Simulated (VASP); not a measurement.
# TaSi2 (C2) in VASP: further runs

The runs below take TaSi2 through single point, with PBEsol.

Everything below comes from runs of VASP 6.6.1. Logs are shortened: lines on timing, memory, paths and dates and some standing lists are left out, and cuts for length are marked.

## Step 1: The cell of the first run

It takes space group C2 (No. 5, monoclinic). The conventional cell has a = 8.247 Å, b = 4.761 Å, c = 6.558 Å, α = 90.00°, β = 90.00°, γ = 90.00°. Within 2.5 Å of Ta (site symmetry 2) lie 4 Si at 1.86 to 2.29 Å. Ta (site symmetry 1) has 10 Si at 2.60 to 2.81 Å and 3 Ta at 3.01 to 3.23 Å within 3.4 Å. Within 2.7 Å of Si (site symmetry 1) lie 3 Ta at 1.86 to 2.60 Å and 3 Si at 2.55 to 2.63 Å. Si (site symmetry 1) has 9 Si at 2.55 to 3.31 Å and 6 Ta at 2.60 to 3.35 Å within 3.4 Å. Within 3.0 Å of Si (site symmetry 1) lie 5 Ta at 2.29 to 2.81 Å and 5 Si at 2.55 to 2.81 Å.

## Step 2: Single point, PBEsol (atom 1 (Ta) moved by -1.070 Å along [1 0 0] and +0.000 Å along [0 0 1])

INCAR reads:

```
PREC = Accurate
ENCUT = 520
EDIFF = 1E-6
ISMEAR = 0
SIGMA = 0.15
LREAL = F
LASPH = T
NELM = 100
ALGO = Normal
ISIF = 2
LWAVE = F
LCHARG = F
GGA = PS
NBANDS = 38
```

KPOINTS reads:

```
regular mesh
0
Gamma
  9 9 6
```

POSCAR reads:

```
TaSi2
1.0
    4.7613605622      0.0000000000      0.0000000000
   -2.3806802811      4.1234592035      0.0000000000
    0.0000000000      0.0000000000      6.5581204410
Ta Si
3 6
Direct
    0.2752743179      0.0000000000      0.0000000000
    0.5000000000      0.5000000000      0.6666666667
    0.0000000000      0.5000000000      0.3333333333
    0.1592624125      0.3185248251      0.0000000000
    0.8407375875      0.1592624125      0.6666666667
    0.6814751749      0.8407375875      0.3333333333
    0.8407375875      0.6814751749      0.0000000000
    0.1592624125      0.8407375875      0.6666666667
    0.3185248251      0.1592624125      0.3333333333
```

Potentials or basis: VASP PAW PBE potentials, release 64 (Ta_pv, Si).

The run is started by

```
cat potpaw_PBE.64/Ta_pv/POTCAR potpaw_PBE.64/Si/POTCAR > POTCAR
mpirun -np 1 vasp_std > vasp.out
```

OUTCAR:

```text
PREC = Accurate
   ENCUT = 520
   EDIFF = 1E-6
   ISMEAR = 0
   LREAL = F
   LASPH = T
   NELM = 100
   ISIF = 2
   GGA = PS

 ion  position               nearest neighbor table
   1  0.275  0.000  0.000-   7 1.86   4 1.86   9 2.29   8 2.29   4 3.01   7 3.01   3 3.01   2 3.01
                             6 3.25   5 3.25   5 3.35   6 3.35
   2  0.500  0.500  0.667-   4 2.60   7 2.60   6 2.60   9 2.60   8 2.72   5 2.72   8 2.72   5 2.72
                             8 2.81   5 2.81   1 3.01   3 3.23   3 3.23
   3  0.000  0.500  0.333-   4 2.60   7 2.60   5 2.60   8 2.60   9 2.72   6 2.72   9 2.72   6 2.72
                             6 2.81   9 2.81   1 3.01   2 3.23   2 3.23
   4  0.159  0.319  0.000-   1 1.86   5 2.55   9 2.55   3 2.60   2 2.60   7 2.63   7 2.81   7 2.81
                             1 3.01
   5  0.841  0.159  0.667-   4 2.55   6 2.55   3 2.60   8 2.63   2 2.72   2 2.72   2 2.81   8 2.81
                             8 2.81   1 3.25   1 3.35
   6  0.681  0.841  0.333-   7 2.55   5 2.55   2 2.60   9 2.63   3 2.72   3 2.72   3 2.81   9 2.81
                             9 2.81   1 3.25   1 3.35
   7  0.841  0.681  0.000-   1 1.86   8 2.55   6 2.55   3 2.60   2 2.60   4 2.63   4 2.81   4 2.81
                             1 3.01
   8  0.159  0.841  0.667-   1 2.29   7 2.55   9 2.55   3 2.60   5 2.63   2 2.72   2 2.72   2 2.81
                             5 2.81   5 2.81
   9  0.319  0.159  0.333-   1 2.29   4 2.55   8 2.55   2 2.60   6 2.63   3 2.72   3 2.72   3 2.81
                             6 2.81   6 2.81

  LATTYP: Found a hexagonal cell.
 ALAT       =     4.7613605622
 C/A-ratio  =     1.3773627003

  Lattice vectors:

 A1 = (   4.7613605622,   0.0000000000,   0.0000000000)
 A2 = (  -2.3806802811,   4.1234592035,   0.0000000000)
 A3 = (   0.0000000000,   0.0000000000,   6.5581204410)

Analysis of symmetry for initial positions (statically):
=====================================================================
 Subroutine PRICEL returns:
 Original cell was already a primitive cell.

 Routine SETGRP: Setting up the symmetry group for a
 hexagonal supercell.

 Subroutine GETGRP returns: Found  2 space group operations
 (whereof  2 operations were pure point group operations)
 out of a pool of 24 trial point group operations.

The static configuration has the point symmetry C_2 .

Analysis of symmetry for dynamics (positions and initial velocities):
=====================================================================
 Subroutine PRICEL returns:
 Original cell was already a primitive cell.

 Routine SETGRP: Setting up the symmetry group for a
 hexagonal supercell.

 Subroutine GETGRP returns: Found  2 space group operations
[... 127 lines left out ...]
   PSTRESS=    0.0 pullay stress
   NELECT =      57.0000    total number of electrons
   NUPDOWN=      -1.0000    fix difference up-down
   EMIN   =  10.00;   EMAX   =-10.00  energy-range for DOS
   EFERMI =   0.00;   METHOD = LEGACY
   ISMEAR =     0;   SIGMA  =   0.15  broadening in eV -4-tet -1-fermi 0-gaus
   EFERMI_NEDOS =   21; number of points for ismear=-14 and -15
   IALGO  =     38    algorithm
   IMIX   =      4    mixing-type and parameters
     AMIX     =   0.40;   BMIX     =  1.00
     AMIX_MAG =   1.60;   BMIX_MAG =  1.00
  volume/ion in A,a.u.               =      14.31        96.54
  Fermi-wavevector in a.u.,A,eV,Ry     =   1.247697  2.357805 21.180833  1.556747
  Thomas-Fermi vector in A             =   2.381817
   LORBIT       =      0    0 simple, 1 ext, 2 COOP (PROOUT), +10 PAW based schemes
   GGA     = PS    functional components
   LHFCALC =     F    Hartree Fock is set to
   AEXX    =    0.0000 exact exchange contribution
   IVDW    =     0    specifies the selected vdW correction
   LEPSILON=     F    determine dielectric tensor
   LRPA    =     F    only Hartree local field effects (RPA)
 non-spin polarized calculation
 Gauss-broadening in eV      SIGMA  =   0.15
  energy-cutoff  :      520.00
  volume of cell :      128.76
 maximum number of plane-waves:      3501
   NGX = 17   NGY = 17   NGZ = 25

 number of electron      57.0000000 magnetization

 Free energy of the ion-electron system (eV)
  ---------------------------------------------------
  ext. energy  EPLUGINS =         0.00000000
  ---------------------------------------------------
  free energy    TOTEN  =       -62.61677379 eV

  energy without entropy =      -62.56382036  energy(sigma->0) =      -62.59029707

 E-fermi :   9.2358     XC(G=0): -12.0902

 val. band max:        9.2332743710   @ k =  -0.2222  -0.4444   0.5000
 cond. band min:       9.2360732669   @ k =   0.4444   0.1111   0.0000
 fundamental gap:      0.0027988959
 Fermi energy:         9.2357904021

 k-point     1 :       0.0000    0.0000    0.0000
  band No.  band energies     occupation
      1     -25.1162      2.00000
      2     -25.0941      2.00000
      3     -25.0425      2.00000
      4     -24.9697      2.00000
      5     -24.9613      2.00000
      6     -24.9066      2.00000
[... 973 lines left out ...]
     37      12.8857      0.00000
     38      13.1658      0.00000

 [... further k-points ...]

------------------------ aborting loop because EDIFF is reached ----------------------------------------

  FORCE on cell =-STRESS in cart. coord.  units (eV):
  Direction    XX          YY          ZZ          XY          YZ          ZX
  --------------------------------------------------------------------------------------
  -------------------------------------------------------------------------------------
  Total       37.3776782     37.3739391     18.6547779      0.0000000      4.5413236      0.0000000
  in kB      465.1047147    465.0581877    232.1285208      0.0000000     56.5094225      0.0000000
  external PRESSURE =     387.4304744 kB  Pullay stress =       0.0000000 kB

 VOLUME and BASIS-vectors are now :
 -----------------------------------------------------------------------------
  energy-cutoff  :      520.00
  volume of cell :      128.76
      direct lattice vectors                 reciprocal lattice vectors
     4.761360562  0.000000000  0.000000000     0.210024002  0.121257414  0.000000000
    -2.380680281  4.123459204  0.000000000     0.000000000  0.242514828  0.000000000
     0.000000000  0.000000000  6.558120441     0.000000000  0.000000000  0.152482713

 POSITION                                       TOTAL-FORCE (eV/Angst)
 -----------------------------------------------------------------------------------
      1.31068      0.00000      0.00000        33.185454      0.000000      0.000000
      1.19034      2.06173      4.37208        -1.240780     -0.186974     -0.737277
     -1.19034      2.06173      2.18604        -1.240780      0.186974      0.737277
     -0.00000      1.31342      0.00000       -14.475674     14.307023      0.335718
      3.62390      0.65671      4.37208        -1.065765     -0.089172      0.174129
      1.24322      3.46675      2.18604        -1.065765      0.089172     -0.174129
      2.38068      2.81004      0.00000       -14.475674    -14.307023     -0.335718
     -1.24322      3.46675      4.37208         0.189492     -1.292059     -3.420247
      1.13746      0.65671      2.18604         0.189492      1.292059      3.420247
 -----------------------------------------------------------------------------------
    total drift:                                0.000523      0.000003      0.000000

  FREE ENERGIE OF THE ION-ELECTRON SYSTEM (eV)
  ---------------------------------------------------
  free  energy   TOTEN  =       -62.6167737881 eV

  energy  without entropy=      -62.5638203611  energy(sigma->0) =      -62.59029707
```

stdout:

```text
POSCAR found type information on POSCAR TaSi
 POSCAR found :  2 types and       9 ions
 scaLAPACK will be used
 -----------------------------------------------------------------------------
|                                                                             |
|                                                                             |
|     You enforced a specific xc type in the INCAR file but a different       |
|     I HOPE YOU KNOW WHAT YOU ARE DOING!                                     |
|                                                                             |
 -----------------------------------------------------------------------------

 LDA part: xc-table for (Slater+PW92), standard interpolation
 POSCAR, INCAR and KPOINTS ok, starting setup
 FFT: planning ... GRIDC
 FFT: planning ... GRID_SOFT
 FFT: planning ... GRID
 WAVECAR not read
 entering main loop
```

It took 5 min on 1 thread of Intel Xeon 6975P-C (Granite Rapids), shared host; peak memory 0.61 GiB.

Results:

* Free energy: -62.6168 eV
* Pressure: 38.7 GPa
* Largest force: 33.185 eV/Å
* Band gap on the k mesh: zero (an odd number of electrons rules out a gap without spin polarisation)

Forces on the atoms (eV/Å):
```
Ta   33.185   0.000   0.000
Ta   -1.241  -0.187  -0.737
Ta   -1.241   0.187   0.737
Si  -14.476  14.307   0.336
Si   -1.066  -0.089   0.174
Si   -1.066   0.089  -0.174
Si  -14.476 -14.307  -0.336
Si    0.189  -1.292  -3.420
Si    0.189   1.292   3.420
```

Levels at points of the mesh, in eV from the Fermi level:
```csv
k point,band 26,band 27,band 28,band 29,band 30,band 31,band 32,band 33
"(0.00, 0.00, 0.00)",-1.40,-1.32,-0.60,-0.37,0.49,0.88,1.03,1.94
"(0.00, 0.00, 0.50)",-1.51,-1.01,-0.65,0.03,0.56,0.62,1.52,1.81
```

Caveat: the cell differs from its parent crystal (atom 1 (Ta) moved by -1.070 Å along [1 0 0] and +0.000 Å along [0 0 1]); the stress differs along the axes, from 23 to 47 GPa; the PAW data sets were made with another functional, which shifts forces and pressure a little; spin-orbit coupling is left out, which moves the levels of the heavy elements.

## Step 3: Single point, PBEsol (atom 1 (Ta) moved by -0.642 Å along [1 0 0] and +0.000 Å along [0 0 1])

INCAR reads:

```
ALGO     = Normal         # electronic algorithm
EDIFF    = 1E-6           # SCF threshold, eV
ENCUT    = 520            # plane-wave cutoff, eV
GGA      = PS             # functional
ISIF     = 2              # what is computed and relaxed
ISMEAR   = 0              # smearing method
LASPH    = True           # aspherical terms in the spheres
LCHARG   = False          # write CHGCAR
LREAL    = False          # projectors in reciprocal space
LWAVE    = False          # write WAVECAR
NBANDS   = 38             # bands
NELM     = 60             # most SCF steps
PREC     = Accurate       # precision mode
SIGMA    = 0.15           # smearing width, eV
```

KPOINTS reads:

```
k-points
0
Gamma
  9 9 6
```

POSCAR: that of step 2 with these lines changed.

```diff
@@ -8,3 +8,3 @@
 Direct
-    0.2752743179      0.0000000000      0.0000000000
+    0.3651645907      0.0000000000      0.0000000000
     0.5000000000      0.5000000000      0.6666666667
```

Potentials or basis: VASP PAW PBE potentials, release 64 (Ta_pv, Si).

The run is started by

```
cat potpaw_PBE.64/Ta_pv/POTCAR potpaw_PBE.64/Si/POTCAR > POTCAR
mpirun -np 1 vasp_std > vasp.out
```

Wall time 5 min (1 thread of Intel Xeon 6975P-C (Granite Rapids), shared host); peak memory 0.61 GiB.

The run converged. Its results:

- Free energy: -72.9599 eV
- Pressure: 14.5 GPa
- Largest force: 15.545 eV/Å
- Band gap on the k mesh: zero (an odd number of electrons rules out a gap without spin polarisation)

Forces on the atoms (eV/Å):
```
Ta  15.545  0.000  0.000
Ta  -1.314 -0.466 -0.185
Ta  -1.314  0.466  0.185
Si  -5.082  3.304  0.234
Si  -0.884 -0.154  0.524
Si  -0.884  0.154 -0.524
Si  -5.082 -3.304 -0.234
Si  -0.493 -0.726 -2.112
Si  -0.493  0.726  2.112
```

Stress tensor (GPa, compression positive):
```
21.85  0.00  0.00
 0.00 10.50  4.77
 0.00  4.77 11.09
```

Levels at points of the mesh, in eV from the Fermi level:
| k point | band 25 | band 26 | band 27 | band 28 | band 29 | band 30 | band 31 | band 32 |
| --- | --- | --- | --- | --- | --- | --- | --- | --- |
| (0.00, 0.00, 0.00) | -2.19 | -1.88 | -1.85 | -1.68 | -1.22 | 0.50 | 2.06 | 2.29 |
| (0.00, 0.00, 0.50) | -2.04 | -1.90 | -1.65 | -1.40 | 0.58 | 0.85 | 1.72 | 2.18 |

Caveat: the cell differs from its parent crystal (atom 1 (Ta) moved by -0.642 Å along [1 0 0] and +0.000 Å along [0 0 1]); the stress differs along the axes, from 11 to 22 GPa; the PAW data sets were made with another functional, which shifts forces and pressure a little; spin-orbit coupling is left out, which moves the levels of the heavy elements.
